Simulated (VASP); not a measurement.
# Ba3SbP (Pm-3m) in VASP: settings compared

The runs below take Ba3SbP through single point, with PBE, LDA.

Program: VASP 6.6.1. These are calculated values, not measurements. Logs are shortened: lines on timing, memory, paths and dates and some standing lists are left out, and cuts for length are marked.

## Step 1: The cell of the first run

Symmetry: Pm-3m, No. 221, cubic system. The conventional cell has a = 6.113 Å, b = 6.113 Å, c = 6.113 Å, α = 90.00°, β = 90.00°, γ = 90.00°. Within 4.0 Å of Ba (site symmetry 4/mmm) lie 2 P at 3.06 Å. Within 5.7 Å of Sb (site symmetry m-3m) lie 12 Ba at 4.32 Å and 8 P at 5.29 Å. Within 4.0 Å of P (site symmetry m-3m) lie 6 Ba at 3.06 Å.

## Step 2: Single point, PBE

Contents of INCAR:

```
PREC = Accurate ; ENCUT = 520
EDIFF = 1E-7 ; ISMEAR = -1
SIGMA = 0.1 ; LREAL = F
LASPH = T ; NELM = 80
ALGO = Normal ; ISIF = 2
LWAVE = F ; LCHARG = T
GGA = PE ; LELF = T
LVHAR = T ; NBANDS = 28
```

Contents of KPOINTS:

```
Automatic mesh
0
Gamma
  4 4 4
```

Contents of POSCAR:

```
Ba3SbP
1.0
    6.1131770000      0.0000000000      0.0000000000
    0.0000000000      6.1131770000      0.0000000000
    0.0000000000      0.0000000000      6.1131770000
Ba Sb P
3 1 1
Direct
    0.5000000000      0.5000000000      0.0000000000
    0.5000000000      0.0000000000      0.5000000000
    0.0000000000      0.5000000000      0.5000000000
    0.0000000000      0.0000000000      0.0000000000
    0.5000000000      0.5000000000      0.5000000000
```

Potentials or basis: VASP PAW PBE potentials, release 64 (Ba_sv, Sb, P).

Launch:

```bash
$ cat potpaw_PBE.64/Ba_sv/POTCAR potpaw_PBE.64/Sb/POTCAR potpaw_PBE.64/P/POTCAR > POTCAR
$ mpirun -np 1 vasp_std > vasp.out
```

OUTCAR:

```text
PREC = Accurate
   ENCUT = 520
   EDIFF = 1E-7
   ISMEAR = -1
   LREAL = F
   LASPH = T
   NELM = 80
   ISIF = 2
   GGA = PE

 ion  position               nearest neighbor table
   1  0.500  0.500  0.000-   5 3.06   5 3.06   2 4.32   2 4.32   3 4.32   3 4.32   2 4.32   2 4.32
                             3 4.32   3 4.32
   2  0.500  0.000  0.500-   5 3.06   5 3.06   1 4.32   1 4.32   1 4.32   3 4.32   3 4.32   1 4.32
                             3 4.32   3 4.32
   3  0.000  0.500  0.500-   5 3.06   5 3.06   1 4.32   1 4.32   2 4.32   1 4.32   2 4.32   2 4.32
                             1 4.32   2 4.32
   4  0.000  0.000  0.000-
   5  0.500  0.500  0.500-   1 3.06   2 3.06   3 3.06   1 3.06   2 3.06   3 3.06

  LATTYP: Found a simple cubic cell.
 ALAT       =     6.1131770000

  Lattice vectors:

 A1 = (   6.1131770000,   0.0000000000,   0.0000000000)
 A2 = (   0.0000000000,   6.1131770000,   0.0000000000)
 A3 = (   0.0000000000,   0.0000000000,   6.1131770000)

Analysis of symmetry for initial positions (statically):
=====================================================================
 Subroutine PRICEL returns:
 Original cell was already a primitive cell.

 Routine SETGRP: Setting up the symmetry group for a
 simple cubic supercell.

 Subroutine GETGRP returns: Found 48 space group operations
 (whereof 48 operations were pure point group operations)
 out of a pool of 48 trial point group operations.

The static configuration has the point symmetry O_h .

Analysis of symmetry for dynamics (positions and initial velocities):
=====================================================================
 Subroutine PRICEL returns:
 Original cell was already a primitive cell.

 Routine SETGRP: Setting up the symmetry group for a
 simple cubic supercell.

 Subroutine GETGRP returns: Found 48 space group operations
 (whereof 48 operations were pure point group operations)
 out of a pool of 48 trial point group operations.

The dynamic configuration has the point symmetry O_h .

 Subroutine INISYM returns: Found 48 space group operations
 (whereof 48 operations are pure point group operations),
 and found     1 'primitive' translations

----------------------------------------------------------------------------------------

                                     Primitive cell

  volume of cell :     228.4551

  direct lattice vectors                    reciprocal lattice vectors
     6.113177000  0.000000000  0.000000000     0.163581064  0.000000000  0.000000000
     0.000000000  6.113177000  0.000000000     0.000000000  0.163581064  0.000000000
     0.000000000  0.000000000  6.113177000     0.000000000  0.000000000  0.163581064

  length of vectors
     6.113177000  6.113177000  6.113177000     0.163581064  0.163581064  0.163581064

  position of ions in fractional coordinates (direct lattice)
     0.500000000  0.500000000  0.000000000
     0.500000000  0.000000000  0.500000000
     0.000000000  0.500000000  0.500000000
     0.000000000  0.000000000  0.000000000
     0.500000000  0.500000000  0.500000000

  ion indices of the primitive-cell ions
   primitive index   ion index
                 1           1
                 2           2
                 3           3
                 4           4
                 5           5

----------------------------------------------------------------------------------------

 KPOINTS: Automatic mesh

Automatic generation of k-mesh.
 Grid dimensions read from file:
 generate k-points for:    4    4    4

 Generating k-lattice:

  Cartesian coordinates                     Fractional coordinates (reciprocal lattice)
     0.040895266  0.000000000  0.000000000     0.250000000  0.000000000  0.000000000
     0.000000000  0.040895266  0.000000000     0.000000000  0.250000000  0.000000000
     0.000000000  0.000000000  0.040895266     0.000000000  0.000000000  0.250000000

  Length of vectors
     0.040895266  0.040895266  0.040895266

  Shift w.r.t. Gamma in fractional coordinates (k-lattice)
     0.000000000  0.000000000  0.000000000

 Subroutine IBZKPT returns following result:
 ===========================================

 Found     10 irreducible k-points:

 Following reciprocal coordinates:
            Coordinates               Weight
  0.000000  0.000000  0.000000      1.000000
  0.250000  0.000000  0.000000      6.000000
  0.500000  0.000000  0.000000      3.000000
  0.250000  0.250000  0.000000     12.000000
  0.500000  0.250000  0.000000     12.000000
  0.500000  0.500000  0.000000      3.000000
  0.250000  0.250000  0.250000      8.000000
  0.500000  0.250000  0.250000     12.000000
  0.500000  0.500000  0.250000      6.000000
  0.500000  0.500000  0.500000      1.000000
   k-points           NKPTS =     10   k-points in BZ     NKDIM =     10   number of bands    NBANDS=     28
   number of dos      NEDOS =    301   number of ions     NIONS =      5
   total plane-waves  NPLWV = 110592
   dimension x,y,z NGX =    48 NGY =   48 NGZ =   48
   dimension x,y,z NGXF=    96 NGYF=   96 NGZF=   96
   ions per type =               3   1   1
   NGX,Y,Z   is equivalent  to a cutoff of  13.05, 13.05, 13.05 a.u.
   NGXF,Y,Z  is equivalent  to a cutoff of  26.11, 26.11, 26.11 a.u.
 SYSTEM =  unknown system
   PREC   = accura    normal or accurate (medium, high low for compatibility)
   ISTART =      0    job   : 0-new  1-cont  2-samecut
   ICHARG =      2    charge: 1-file 2-atom 10-const
   ISPIN  =      1    spin polarized calculation?
   LNONCOLLINEAR =      F non collinear calculations
   LSORBIT =      F    spin-orbit coupling
   LASPH  =      T    aspherical Exc in radial PAW
   ENCUT  =  520.0 eV  38.22 Ry    6.18 a.u.  11.37 11.37 11.37*2*pi/ulx,y,z
   NELM   =     80;   NELMIN=  2; NELMDL= -5     # of ELM steps
   EDIFF  = 0.1E-06   stopping-criterion for ELM
   LREAL  =      F    real-space projection
   EDIFFG = 0.1E-05   stopping-criterion for IOM
   NSW    =      0    number of steps for IOM
   IBRION =     -1    ionic relax: 0-MD 1-quasi-New 2-CG
   NFREE  =      0    steps in history (QN), initial steepest desc. (CG)
   ISIF   =      2    stress and relaxation
   ISYM   =      2    0-nonsym 1-usesym 2-fastsym
   POTIM  = 0.5000    time-step for ionic-motion
   TEBEG  =    0.0;   TEEND  =   0.0 temperature during run
   PSTRESS=    0.0 pullay stress
   NELECT =      40.0000    total number of electrons
   NUPDOWN=      -1.0000    fix difference up-down
   EMIN   =  10.00;   EMAX   =-10.00  energy-range for DOS
   EFERMI =   0.00;   METHOD = LEGACY
   ISMEAR =    -1;   SIGMA  =   0.10  broadening in eV -4-tet -1-fermi 0-gaus
   EFERMI_NEDOS =   21; number of points for ismear=-14 and -15
   IALGO  =     38    algorithm
   IMIX   =      4    mixing-type and parameters
     AMIX     =   0.40;   BMIX     =  1.00
     AMIX_MAG =   1.60;   BMIX_MAG =  1.00
  volume/ion in A,a.u.               =      45.69       308.34
  Fermi-wavevector in a.u.,A,eV,Ry     =   0.915857  1.730720 11.412496  0.838795
  Thomas-Fermi vector in A             =   2.040647
   LORBIT       =      0    0 simple, 1 ext, 2 COOP (PROOUT), +10 PAW based schemes
   GGA     = PE    functional components
   LHFCALC =     F    Hartree Fock is set to
   AEXX    =    0.0000 exact exchange contribution
   IVDW    =     0    specifies the selected vdW correction
   LEPSILON=     F    determine dielectric tensor
   LRPA    =     F    only Hartree local field effects (RPA)
 non-spin polarized calculation
  energy-cutoff  :      520.00
  volume of cell :      228.46
 maximum number of plane-waves:      6187
 NGX is ok and might be reduce to    48
   NGX = 23   NGY = 23   NGZ = 23

 number of electron      39.9999993 magnetization

 Free energy of the ion-electron system (eV)
  ---------------------------------------------------
  ext. energy  EPLUGINS =         0.00000000
  ---------------------------------------------------
  free energy    TOTEN  =       -19.45931795 eV

  energy without entropy =      -19.44961528  energy(sigma->0) =      -19.45446661

 E-fermi :   2.4248     XC(G=0):  -7.8738

 val. band max:        2.2402944396   @ k =   0.0000   0.0000   0.0000
 cond. band min:       2.5302419889   @ k =   0.0000   0.0000   0.0000
 fundamental gap:      0.2899475493
 Fermi energy:         2.4248117229

 k-point     1 :       0.0000    0.0000    0.0000
  band No.  band energies     occupation
      1     -26.0135      2.00000
      2     -25.9468      2.00000
      3     -25.9468      2.00000
      4     -11.4570      2.00000
      5     -11.4570      2.00000
      6     -11.4570      2.00000
[... 20 lines left out ...]
     27       5.4444      0.00000
     28       5.4444      0.00000

 k-point     2 :       0.2500    0.0000    0.0000
  band No.  band energies     occupation
      1     -26.0049      2.00000
      2     -25.9551      2.00000
      3     -25.9467      2.00000
      4     -11.4254      2.00000
      5     -11.4215      2.00000
      6     -11.4215      2.00000
[... 20 lines left out ...]
     27       5.0550      0.00000
     28       5.8854      0.00000

 k-point     3 :       0.5000    0.0000    0.0000
  band No.  band energies     occupation
      1     -25.9913      2.00000
      2     -25.9685      2.00000
      3     -25.9466      2.00000
      4     -11.3718      2.00000
      5     -11.3718      2.00000
      6     -11.3181      2.00000
[... 20 lines left out ...]
     27       4.6784      0.00000
     28       5.5213      0.00000

 k-point     4 :       0.2500    0.2500    0.0000
  band No.  band energies     occupation
      1     -25.9973      2.00000
      2     -25.9576      2.00000
      3     -25.9514      2.00000
      4     -11.5125      2.00000
      5     -11.3839      2.00000
      6     -11.3229      2.00000
[... 144 lines left out ...]
     27       5.3385      0.00000
     28       5.4384      0.00000

 k-point     9 :       0.5000    0.5000    0.2500
  band No.  band energies     occupation
      1     -25.9685      2.00000
      2     -25.9682      2.00000
      3     -25.9682      2.00000
      4     -11.8096      2.00000
      5     -11.4266      2.00000
      6     -11.3722      2.00000
[... 20 lines left out ...]
     27       4.8639      0.00000
     28       5.6120      0.00000

 k-point    10 :       0.5000    0.5000    0.5000
  band No.  band energies     occupation
      1     -25.9682      2.00000
      2     -25.9682      2.00000
      3     -25.9682      2.00000
      4     -11.9252      2.00000
      5     -11.4240      2.00000
      6     -11.4240      2.00000
[... 20 lines left out ...]
     27       4.5963      0.00000
     28       5.9814      0.00000

------------------------ aborting loop because EDIFF is reached ----------------------------------------

  FORCE on cell =-STRESS in cart. coord.  units (eV):
  Direction    XX          YY          ZZ          XY          YZ          ZX
  --------------------------------------------------------------------------------------
  -------------------------------------------------------------------------------------
  Total       -0.1167254     -0.1167254     -0.1167254     -0.0000000      0.0000000     -0.0000000
  in kB       -0.8186064     -0.8186064     -0.8186064     -0.0000000      0.0000000     -0.0000000
  external PRESSURE =      -0.8186064 kB  Pullay stress =       0.0000000 kB

 VOLUME and BASIS-vectors are now :
 -----------------------------------------------------------------------------
  energy-cutoff  :      520.00
  volume of cell :      228.46
      direct lattice vectors                 reciprocal lattice vectors
     6.113177000  0.000000000  0.000000000     0.163581064  0.000000000  0.000000000
     0.000000000  6.113177000  0.000000000     0.000000000  0.163581064  0.000000000
     0.000000000  0.000000000  6.113177000     0.000000000  0.000000000  0.163581064

 POSITION                                       TOTAL-FORCE (eV/Angst)
 -----------------------------------------------------------------------------------
      3.05659      3.05659      0.00000         0.000000      0.000000      0.000000
      3.05659      0.00000      3.05659         0.000000      0.000000      0.000000
      0.00000      3.05659      3.05659         0.000000      0.000000      0.000000
      0.00000      0.00000      0.00000         0.000000      0.000000      0.000000
      3.05659      3.05659      3.05659         0.000000      0.000000      0.000000
 -----------------------------------------------------------------------------------
    total drift:                                0.000000     -0.000000     -0.000000

  FREE ENERGIE OF THE ION-ELECTRON SYSTEM (eV)
  ---------------------------------------------------
  free  energy   TOTEN  =       -19.4593179477 eV

  energy  without entropy=      -19.4496152819  energy(sigma->0) =      -19.45446661
```

Run time: 36 s. Hardware: 1 thread of Intel Xeon 6975P-C (Granite Rapids), shared host; peak memory 0.35 GiB.

Results:

* Free energy: -19.4593 eV
* Pressure: -0.1 GPa
* Band gap on the k mesh: 0.29 eV, direct

Caveat: spin-orbit coupling is left out, which moves the levels of the heavy elements. A k mesh can miss the band edges.

## Step 3: Single point, PBE

Contents of INCAR:

```
SYSTEM = Ba3SbP
  ALGO = Normal
  EDIFF = 1E-6
  ENCUT = 520
  GGA = PE
  ISIF = 2
  ISMEAR = -1
  LASPH = .TRUE.
  LCHARG = .FALSE.
  LREAL = .FALSE.
  LWAVE = .FALSE.
  NBANDS = 28
  NELM = 80
  PREC = Accurate
  SIGMA = 0.1
```

Contents of KPOINTS:

```
k-points
0
G
  4 4 4
  0 0 0
```

POSCAR is that of step 2.

Potentials or basis: VASP PAW PBE potentials, release 64 (Ba_sv, Sb, P).

Launch:

```bash
$ cat potpaw_PBE.64/Ba_sv/POTCAR potpaw_PBE.64/Sb/POTCAR potpaw_PBE.64/P/POTCAR > POTCAR
$ mpirun -np 1 vasp_std > vasp.out
```

Wall time 34 s (1 thread of Intel Xeon 6975P-C (Granite Rapids), shared host); peak memory 0.35 GiB.

It converged, with:

```
Free energy            : -19.4593 eV
Pressure               : -0.1 GPa
Band gap on the k mesh : 0.29 eV, direct
```

Levels at points of the mesh, in eV from the valence-band top:
| k point | band 18 | band 19 | band 20 | band 21 | band 22 | band 23 |
| --- | --- | --- | --- | --- | --- | --- |
| (0.00, 0.00, 0.00) | 0.00 | 0.00 | 0.00 | 0.29 | 0.50 | 0.50 |
| (0.50, 0.00, 0.00) | -0.73 | -0.64 | -0.64 | 0.87 | 1.37 | 1.47 |
| (0.50, 0.50, 0.00) | -1.09 | -0.94 | -0.90 | 1.87 | 1.87 | 2.03 |
| (0.50, 0.50, 0.50) | -0.76 | -0.76 | -0.76 | 1.63 | 1.63 | 1.63 |

Caveat: spin-orbit coupling is left out, which moves the levels of the heavy elements. A k mesh can miss the band edges.

## Step 4: Single point, LDA

Contents of INCAR:

```
SYSTEM = Ba3SbP
ALGO = Normal
EDIFF = 1E-6
ENCUT = 520
ISIF = 2
ISMEAR = -1
LASPH = .True.
LCHARG = .False.
LREAL = .False.
LWAVE = .False.
NBANDS = 28
NELM = 100
PREC = Accurate
SIGMA = 0.1
```

Contents of KPOINTS:

```
k-points
0
Gamma
  5 5 5
  0 0 0
```

POSCAR is that of step 3.

Potentials or basis: VASP PAW LDA potentials, release 64 (Ba_sv, Sb, P).

Launch:

```bash
$ cat potpaw_LDA.64/Ba_sv/POTCAR potpaw_LDA.64/Sb/POTCAR potpaw_LDA.64/P/POTCAR > POTCAR
$ mpirun -np 1 vasp_std > vasp.out
```

Wall time 31 s (1 thread of Intel Xeon 6975P-C (Granite Rapids), shared host); peak memory 0.28 GiB.

Results (log left out):

| Item | Value |
| --- | --- |
| Free energy | -21.5186 eV |
| Pressure | -2.0 GPa |
| Band gap on the k mesh | 0.14 eV, direct |

Levels at points of the mesh, in eV from the valence-band top:
| k point | band 16 | band 17 | band 18 | band 19 | band 20 | band 21 | band 22 | band 23 | band 24 | band 25 |
| --- | --- | --- | --- | --- | --- | --- | --- | --- | --- | --- |
| (0.00, 0.00, 0.00) | -0.55 | -0.55 | 0.00 | 0.00 | 0.00 | 0.14 | 0.41 | 0.41 | 0.49 | 0.49 |

Caveat: spin-orbit coupling is left out, which moves the levels of the heavy elements. A k mesh can miss the band edges.

(Part 1 of 2 ends here.)
